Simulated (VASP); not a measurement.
Here is a VASP 6.6.1 calculation.

Contents of INCAR:

```
  PREC = Accurate
  ENCUT = 600
  EDIFF = 1E-7
  ISMEAR = 0
  SIGMA = 0.02
  LREAL = False
  LASPH = True
  NELM = 60
  ALGO = Normal
  ISIF = 3
  LWAVE = False
  LCHARG = False
  GGA = PE
  IBRION = 2
  NSW = 80
  EDIFFG = -0.03
  PSTRESS = 300.0
```

KPOINTS

```
Automatic mesh
0
Gamma
  14 14 14
```

File POSCAR:

```
Br
1.0
    3.0600000000      0.0000000000      0.0000000000
    0.0000000000      3.0600000000      0.0000000000
    0.0000000000      0.0000000000      3.0600000000
Br
1
Direct
    0.0000000000      0.0000000000      0.0000000000
```

Potentials or basis: VASP PAW PBE potentials, release 64 (Br).

Launch:

```sh
$ cat potpaw_PBE.64/Br/POTCAR > POTCAR
$ mpirun -np 1 vasp_std > vasp.out
```

Q: Predict the band gap on the k mesh.

A: Zero (an odd number of electrons rules out a gap without spin polarisation).

Q: What does it give for the relaxed volume?

A: 20.37 Å³/atom.

Q: What does it give for the relaxed cell?

A: a = 2.731 Å, b = 2.731 Å, c = 2.731 Å, α = 90.00°, β = 90.00°, γ = 90.00°.

Final structure:
```
Br
1.0
     2.73124    0.00000    0.00000
     0.00000    2.73124    0.00000
     0.00000    0.00000    2.73124
Br
1
Direct
  0.00000 0.00000 0.00000
```

Caveat: the cell is relaxed towards a set pressure, so the run minimises the enthalpy, not the energy; the volume moved by over 15 % at a fixed basis, so the end points are rough; an odd number of electrons without spin polarisation forces a metal; a magnetic or distorted state may lie lower.
